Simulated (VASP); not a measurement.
# Mg (Im-3m) in VASP: a series of runs

Mg is run at these levels: LDA; tasks: relaxation of cell and atoms.

All numbers are computed with VASP 6.6.1; they aren't measurements. Logs are shortened: lines on timing, memory, paths and dates and some standing lists are left out, and cuts for length are marked.

## Step 1: The cell of the first run

It takes space group Im-3m (No. 229, cubic). The conventional cell has a = 2.953 Å, b = 2.953 Å, c = 2.953 Å, α = 90.00°, β = 90.00°, γ = 90.00°. Within 3.4 Å of Mg (site symmetry m-3m) lie 14 Mg at 2.56 to 2.95 Å.

## Step 2: Relaxation of cell and atoms, LDA, target pressure 20 GPa, at which the enthalpy is minimised

INCAR

```
SYSTEM = Mg
ALGO = Normal
EDIFF = 1E-7
EDIFFG = -0.02
ENCUT = 600
GGA = CA
GGA_COMPAT = .False.
IBRION = 2
ISIF = 3
ISMEAR = 0
LASPH = .True.
LCHARG = .False.
LREAL = .False.
LWAVE = .False.
NELM = 120
NELMIN = 4
NSW = 80
PREC = Accurate
PSTRESS = 200.0
SIGMA = 0.05
```

KPOINTS

```
k-points
0
Gamma
  8 8 8
  0 0 0
```

POSCAR

```
Mg
1.0
   -1.4765000000      1.4765000000      1.4765000000
    1.4765000000     -1.4765000000      1.4765000000
    1.4765000000      1.4765000000     -1.4765000000
Mg
1
Direct
    0.0000000000      0.0000000000      0.0000000000
```

Potentials or basis: VASP PAW LDA potentials, release 64 (Mg).

Launch:

```sh
> cat potpaw_LDA.64/Mg/POTCAR > POTCAR
> mpirun -np 1 vasp_std > vasp.out
```

OUTCAR:

```text
SYSTEM = Mg
   EDIFF = 1E-7
   EDIFFG = -0.02
   ENCUT = 600
   GGA = CA
   IBRION = 2
   ISIF = 3
   ISMEAR = 0
   LASPH = .True.
   LREAL = .False.
   NELM = 120
   NELMIN = 4
   NSW = 80
   PREC = Accurate
   PSTRESS = 200.0

 ion  position               nearest neighbor table
   1  0.000  0.000  0.000-

  LATTYP: Found a body centered cubic cell.
 ALAT       =     2.9530000000

  Lattice vectors:

 A1 = (  -1.4765000000,   1.4765000000,   1.4765000000)
 A2 = (   1.4765000000,  -1.4765000000,   1.4765000000)
 A3 = (   1.4765000000,   1.4765000000,  -1.4765000000)

Analysis of symmetry for initial positions (statically):
=====================================================================
 Subroutine PRICEL returns:
 Original cell was already a primitive cell.

 Routine SETGRP: Setting up the symmetry group for a
 body centered cubic supercell.

 Subroutine GETGRP returns: Found 48 space group operations
[... 9 lines left out ...]

 Routine SETGRP: Setting up the symmetry group for a
 body centered cubic supercell.

 Subroutine GETGRP returns: Found 48 space group operations
[... 11 lines left out ...]
                                     Primitive cell

  volume of cell :      12.8754

  direct lattice vectors                    reciprocal lattice vectors
    -1.476500000  1.476500000  1.476500000     0.000000000  0.338638673  0.338638673
     1.476500000 -1.476500000  1.476500000     0.338638673  0.000000000  0.338638673
     1.476500000  1.476500000 -1.476500000     0.338638673  0.338638673  0.000000000

  length of vectors
     2.557373017  2.557373017  2.557373017     0.478907403  0.478907403  0.478907403

  position of ions in fractional coordinates (direct lattice)
     0.000000000  0.000000000  0.000000000

  ion indices of the primitive-cell ions
   primitive index   ion index
                 1           1

----------------------------------------------------------------------------------------

 KPOINTS: k-points

Automatic generation of k-mesh.
 Grid dimensions read from file:
 generate k-points for:    8    8    8

 Generating k-lattice:

  Cartesian coordinates                     Fractional coordinates (reciprocal lattice)
     0.000000000  0.042329834  0.042329834     0.125000000  0.000000000  0.000000000
     0.042329834  0.000000000  0.042329834     0.000000000  0.125000000  0.000000000
     0.042329834  0.042329834  0.000000000     0.000000000  0.000000000  0.125000000

  Length of vectors
     0.059863425  0.059863425  0.059863425

  Shift w.r.t. Gamma in fractional coordinates (k-lattice)
     0.000000000  0.000000000  0.000000000

 Subroutine IBZKPT returns following result:
 ===========================================

 Found     29 irreducible k-points:

 Following reciprocal coordinates:
            Coordinates               Weight
  0.000000  0.000000  0.000000      1.000000
  0.125000  0.000000  0.000000     12.000000
  0.250000  0.000000  0.000000     12.000000
  0.375000  0.000000  0.000000     12.000000
  0.500000  0.000000  0.000000      6.000000
  0.125000  0.125000  0.000000     24.000000
[... 16 lines left out ...]
 -0.250000  0.250000  0.250000      6.000000
 -0.375000  0.375000  0.250000     24.000000
 [... further k-points ...]
   k-points           NKPTS =     29   k-points in BZ     NKDIM =     29   number of bands    NBANDS=      5
   number of dos      NEDOS =    301   number of ions     NIONS =      1
   total plane-waves  NPLWV =   8000
   dimension x,y,z NGX =    20 NGY =   20 NGZ =   20
   dimension x,y,z NGXF=    40 NGYF=   40 NGZF=   40
   ions per type =               1
   NGX,Y,Z   is equivalent  to a cutoff of  13.00, 13.00, 13.00 a.u.
   NGXF,Y,Z  is equivalent  to a cutoff of  26.00, 26.00, 26.00 a.u.
 SYSTEM =  Mg
   PREC   = accura    normal or accurate (medium, high low for compatibility)
   ISTART =      0    job   : 0-new  1-cont  2-samecut
   ICHARG =      2    charge: 1-file 2-atom 10-const
   ISPIN  =      1    spin polarized calculation?
   LNONCOLLINEAR =      F non collinear calculations
   LSORBIT =      F    spin-orbit coupling
   LASPH  =      T    aspherical Exc in radial PAW
   ENCUT  =  600.0 eV  44.10 Ry    6.64 a.u.   5.11  5.11  5.11*2*pi/ulx,y,z
   NELM   =    120;   NELMIN=  4; NELMDL= -5     # of ELM steps
   EDIFF  = 0.1E-06   stopping-criterion for ELM
   LREAL  =      F    real-space projection
   EDIFFG = -.2E-01   stopping-criterion for IOM
   NSW    =     80    number of steps for IOM
   IBRION =      2    ionic relax: 0-MD 1-quasi-New 2-CG
   NFREE  =      1    steps in history (QN), initial steepest desc. (CG)
   ISIF   =      3    stress and relaxation
   ISYM   =      2    0-nonsym 1-usesym 2-fastsym
   POTIM  = 0.5000    time-step for ionic-motion
   TEBEG  =    0.0;   TEEND  =   0.0 temperature during run
   PSTRESS=  200.0 pullay stress
   NELECT =       2.0000    total number of electrons
   NUPDOWN=      -1.0000    fix difference up-down
   EMIN   =  10.00;   EMAX   =-10.00  energy-range for DOS
   EFERMI =   0.00;   METHOD = LEGACY
   ISMEAR =     0;   SIGMA  =   0.05  broadening in eV -4-tet -1-fermi 0-gaus
   EFERMI_NEDOS =   21; number of points for ismear=-14 and -15
   IALGO  =     38    algorithm
   IMIX   =      4    mixing-type and parameters
     AMIX     =   0.40;   BMIX     =  1.00
     AMIX_MAG =   1.60;   BMIX_MAG =  1.00
  volume/ion in A,a.u.               =      12.88        86.89
  Fermi-wavevector in a.u.,A,eV,Ry     =   0.880031  1.663018 10.537098  0.774455
  Thomas-Fermi vector in A             =   2.000336
   LORBIT       =      0    0 simple, 1 ext, 2 COOP (PROOUT), +10 PAW based schemes
   GGA     = CA    functional components
   LHFCALC =     F    Hartree Fock is set to
   AEXX    =    0.0000 exact exchange contribution
   IVDW    =     0    specifies the selected vdW correction
   LEPSILON=     F    determine dielectric tensor
   LRPA    =     F    only Hartree local field effects (RPA)
 conjugate gradient relaxation of ions
 non-spin polarized calculation
 Gauss-broadening in eV      SIGMA  =   0.05
  energy-cutoff  :      600.00
  volume of cell :       12.88
 maximum number of plane-waves:       456
   NGX = 11   NGY = 11   NGZ = 11

--------------------------------------- Ionic step        1  -------------------------------------------

 number of electron       2.0000000 magnetization

 Free energy of the ion-electron system (eV)
  ---------------------------------------------------
  ext. energy  EPLUGINS =         0.00000000
  ---------------------------------------------------
  free energy    TOTEN  =        -0.81126281 eV

  energy without entropy =       -0.81061613  energy(sigma->0) =       -0.81093947

 E-fermi :   6.3030     XC(G=0): -10.7612

 val. band max:        5.9319113849   @ k =   0.5000   0.5000   0.1250
 cond. band min:       6.3104882336   @ k =   0.3750   0.1250   0.1250
 fundamental gap:      0.3785768488
 Fermi energy:         6.3030484663

 k-point     1 :       0.0000    0.0000    0.0000
  band No.  band energies     occupation
      1      -3.4310      2.00000
      2      23.6437      0.00000
      3      23.6437      0.00000
      4      23.6437      0.00000
      5      26.5069      0.00000
[... 177 lines left out ...]
 k-point    24 :      -0.3750    0.3750    0.2500
  band No.  band energies     occupation
      1       3.1867      2.00000
      2      10.6055      0.00000
      3      14.3571      0.00000
      4      15.5507      0.00000
      5      20.5000      0.00000

 [... further k-points ...]
[... 5 lines left out ...]
  --------------------------------------------------------------------------------------
  -------------------------------------------------------------------------------------
  Total        4.4801571      4.4801571      4.4801571      0.0000000      0.0000000     -0.0000000
  in kB      557.4982136    557.4982136    557.4982136      0.0000000      0.0000000     -0.0000000
  external PRESSURE =     357.4982136 kB  Pullay stress =     200.0000000 kB
[... 24 lines left out ...]
--------------------------------------- Ionic step        2  -------------------------------------------

 number of electron       2.0000000 magnetization

 E-fermi :   3.3834     XC(G=0):  -9.3146

 val. band max:        3.2937626639   @ k =   0.5000   0.5000   0.2500
 cond. band min:       3.3902157040   @ k =   0.3750   0.1250   0.1250
 fundamental gap:      0.0964530401
 Fermi energy:         3.3833539917

 k-point     1 :       0.0000    0.0000    0.0000
  band No.  band energies     occupation
      1      -4.2394      2.00000
      2      17.7769      0.00000
      3      17.7769      0.00000
      4      17.7769      0.00000
      5      20.0873      0.00000
[... 177 lines left out ...]
 k-point    24 :      -0.3750    0.3750    0.2500
  band No.  band energies     occupation
      1       1.0006      2.00000
      2       7.1123      0.00000
      3       9.6724      0.00000
      4      11.0097      0.00000
      5      14.1727      0.00000

 [... further k-points ...]
[... 5 lines left out ...]
  --------------------------------------------------------------------------------------
  -------------------------------------------------------------------------------------
  Total        0.6820551      0.6820551      0.6820551      0.0000000     -0.0000000      0.0000000
  in kB       57.4988587     57.4988587     57.4988587      0.0000000     -0.0000000      0.0000000
  external PRESSURE =    -142.5011413 kB  Pullay stress =     200.0000000 kB
[... 57 lines left out ...]
  energy  without entropy=       -1.5220095432  energy(sigma->0) =       -1.52233288

  enthalpy is  TOTEN    =         0.4907666730 eV   P V=        2.0134228986

[... ionic steps 4 to 11 ...]

--------------------------------------- Ionic step       12  -------------------------------------------

 number of electron       2.0000000 magnetization

------------------------ aborting loop because EDIFF is reached ----------------------------------------
[... 69 lines left out ...]
--------------------------------------- Ionic step       14  -------------------------------------------

 number of electron       2.0000000 magnetization

 Free energy of the ion-electron system (eV)
  ---------------------------------------------------
  ext. energy  EPLUGINS =         0.00000000
  ---------------------------------------------------
  free energy    TOTEN  =        -1.51433297 eV

  energy without entropy =       -1.51368629  energy(sigma->0) =       -1.51400963

 E-fermi :   4.5420     XC(G=0):  -9.9137

 val. band max:        4.2889658134   @ k =  -0.3750   0.5000   0.2500
 cond. band min:       4.5494651613   @ k =   0.3750   0.1250   0.1250
 fundamental gap:      0.2604993479
 Fermi energy:         4.5420253942

 k-point     1 :       0.0000    0.0000    0.0000
  band No.  band energies     occupation
      1      -3.9671      2.00000
      2      20.1360      0.00000
      3      20.1360      0.00000
      4      20.1360      0.00000
      5      22.6673      0.00000
[... 177 lines left out ...]
 k-point    24 :      -0.3750    0.3750    0.2500
  band No.  band energies     occupation
      1       1.8366      2.00000
      2       8.5200      0.00000
      3      11.5211      0.00000
      4      12.8132      0.00000
      5      16.7134      0.00000

 [... further k-points ...]
[... 5 lines left out ...]
  --------------------------------------------------------------------------------------
  -------------------------------------------------------------------------------------
  Total        2.0247003      2.0247003      2.0247003     -0.0000000      0.0000000     -0.0000000
  in kB      201.9565849    201.9565849    201.9565849     -0.0000000      0.0000000     -0.0000000
  external PRESSURE =       1.9565849 kB  Pullay stress =     200.0000000 kB
[... 20 lines left out ...]
  energy  without entropy=       -1.5136862921  energy(sigma->0) =       -1.51400963

  enthalpy is  TOTEN    =         0.4907517138 eV   P V=        2.0050846883

 reached required accuracy - stopping structural energy minimisation
```

Run time: 13 s. Hardware: 1 thread of Intel Xeon Platinum 8488C (Sapphire Rapids), shared host; peak memory 0.12 GiB.

What came out:

| Quantity | Value |
| --- | --- |
| Free energy | -1.5143 eV |
| Relaxed volume | 16.06 Å³/atom |
| Relaxed cell | a = 2.753 Å, b = 2.753 Å, c = 2.753 Å, α = 109.47°, β = 109.47°, γ = 109.47° |
| Space group after relaxing (to 0.05 Å) | Im-3m (No. 229) |
| Energy change on relaxing (the enthalpy is what falls) | -703.1 meV/atom |
| Ionic steps | 14 |
| Pressure after relaxing | 20.2 GPa |
| Band gap on the k mesh | zero (band 1 reaches 8.73 eV, above the bottom of band 2 at 3.74 eV) |

The path:
```tsv
step	energy change (eV)	largest force (eV/Å)	pressure (GPa)	volume (Å³)
1	0.0000	0.0000	55.75	12.88
2	-0.9252	0.0000	5.75	19.01
3	-0.7114	0.0000	19.73	16.13
4	-0.7027	0.0000	20.22	16.06
5	-0.7027	0.0000	20.22	16.06
6	-0.7029	0.0000	20.21	16.06
7	-0.7029	0.0000	20.21	16.06
8	-0.7029	0.0000	20.21	16.06
9	-0.7029	0.0000	20.21	16.06
10	-0.7029	0.0000	20.21	16.06
11	-0.7029	0.0000	20.21	16.06
12	-0.7029	0.0000	20.20	16.06
13	-0.7030	0.0000	20.20	16.06
14	-0.7031	0.0000	20.20	16.06
```

Final structure:
```
CELL_PARAMETERS angstrom
-1.58947 1.58947 1.58947
1.58947 -1.58947 1.58947
1.58947 1.58947 -1.58947
ATOMIC_POSITIONS crystal
Mg 0.00000 0.00000 0.00000
```

Levels at points of the mesh, in eV from the Fermi level:
```
           k point  band 1  band 2  band 3  band 4
(0.00, 0.00, 0.00)   -8.51   15.59   15.59   15.59
(0.50, 0.00, 0.00)   -1.88   -0.80   10.05   12.50
(0.50, 0.50, 0.50)    4.18    4.18    5.18    5.18
```

Caveat: the k points lie up to 0.35 Å⁻¹ apart in the final cell; the cell is relaxed towards a set pressure, so the enthalpy falls and the energy may rise; the volume moved by over 15 % at a fixed basis, so the end points are rough.

## Step 3: Relaxation of cell and atoms, LDA, target pressure 40 GPa, at which the enthalpy is minimised

INCAR

```
ALGO = Normal ; EDIFF = 1E-7
EDIFFG = -0.02 ; ENCUT = 600
GGA = CA ; GGA_COMPAT = F
IBRION = 2 ; ISIF = 3
ISMEAR = 0 ; LASPH = T
LCHARG = F ; LREAL = F
LWAVE = F ; NELM = 120
NELMIN = 4 ; NSW = 80
PREC = Accurate ; PSTRESS = 400.0
SIGMA = 0.05
```

KPOINTS

```
k-points
0
Gamma
  8 8 8
```

POSCAR is that of step 2.

Potentials or basis: VASP PAW LDA potentials, release 64 (Mg).

Launch:

```sh
> cat potpaw_LDA.64/Mg/POTCAR > POTCAR
> mpirun -np 1 vasp_std > vasp.out
```

Run time: 5 s. Hardware: 1 thread of Intel Xeon Platinum 8488C (Sapphire Rapids), shared host; peak memory 0.12 GiB.

It converged, with:

```
Free energy                                            : -1.1307 eV
Relaxed volume                                         : 13.95 Å³/atom
Relaxed cell                                           : a = 2.627 Å, b = 2.627 Å, c = 2.627 Å, α = 109.47°, β = 109.47°, γ = 109.47°
Space group after relaxing (to 0.05 Å)                 : Im-3m (No. 229)
Energy change on relaxing (the enthalpy is what falls) : -319.5 meV/atom
Ionic steps                                            : 4
Pressure after relaxing                                : 40.0 GPa
Band gap on the k mesh                                 : zero (band 1 reaches 9.71 eV, above the bottom of band 2 at 4.79 eV)
```

The path:
| step | energy change (eV) | largest force (eV/Å) | pressure (GPa) | volume (Å³) |
| --- | --- | --- | --- | --- |
| 1 | 0.0000 | 0.0000 | 55.75 | 12.88 |
| 2 | -0.6064 | 0.0000 | 25.40 | 15.38 |
| 3 | -0.3251 | 0.0000 | 39.72 | 13.98 |
| 4 | -0.3195 | 0.0000 | 40.00 | 13.95 |

Final structure:
```
Mg
1.0
    -1.51663    1.51663    1.51663
     1.51663   -1.51663    1.51663
     1.51663    1.51663   -1.51663
Mg
1
Direct
  0.00000 0.00000 0.00000
```

Levels at points of the mesh, in eV from the Fermi level:
| k point | band 1 | band 2 | band 3 | band 4 |
| --- | --- | --- | --- | --- |
| (0.00, 0.00, 0.00) | -9.28 | 16.68 | 16.68 | 16.68 |
| (0.50, 0.00, 0.00) | -2.12 | -0.84 | 10.56 | 14.02 |
| (0.50, 0.50, 0.50) | 4.09 | 4.09 | 5.78 | 5.78 |

Caveat: the k points lie up to 0.37 Å⁻¹ apart in the final cell; the cell is relaxed towards a set pressure, so the enthalpy falls and the energy may rise.

(Continued in part 2 of 2.)
